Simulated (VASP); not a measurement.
Wanted: the native input for a VASP 6.6.1 run.

| Item | Value |
| --- | --- |
| Task | single point |
| Functional | PBEsol |
| Potentials or basis | VASP PAW PBE potentials, release 64 (Ge_d) |
| Cutoff | 500 eV |
| k mesh | 5 × 5 × 5 |
| Occupations | fermi-dirac, width 0.03 eV |
| Spin | no spin polarisation |
| Dipole correction | no |
| Further INCAR settings | ALGO = Normal; EDIFF = 1e-06; NBANDS = 21 |

The structure of Ge lies in POSCAR:

```
Ge
1.0
    0.0000000000      2.8289100000      2.8289100000
    2.8289100000      0.0000000000      2.8289100000
    2.8289100000      2.8289100000      0.0000000000
Ge
2
Direct
    0.7500000000      0.7500000000      0.7500000000
    0.5000000000      0.5000000000      0.5000000000
```

The input as run:

INCAR

```
PREC = Accurate ; ENCUT = 500
EDIFF = 1E-6 ; ISMEAR = -1
SIGMA = 0.03 ; LREAL = F
LASPH = T ; NELM = 120
ALGO = Normal ; ISIF = 2
LWAVE = F ; LCHARG = F
GGA = PS ; NBANDS = 21
GGA_COMPAT = F
```

KPOINTS

```
Automatic mesh
0
Gamma
  5 5 5
```

Potentials or basis: VASP PAW PBE potentials, release 64 (Ge_d).

Run with:

```sh
$ cat potpaw_PBE.64/Ge_d/POTCAR > POTCAR
$ mpirun -np 1 vasp_std > vasp.out
```

Results of the run:

The pressure is 0.7 GPa and the band gap on the k mesh is zero (filled and empty bands touch).

Caveat: the k points lie up to 0.38 Å⁻¹ apart; the PAW data sets were made with another functional, which shifts forces and pressure a little.

It took 15 s on 1 thread of Intel(R) Xeon(R) Platinum 8375C CPU @ 2.90GHz (Ice Lake), on a shared host, peak memory 0.15 GiB.
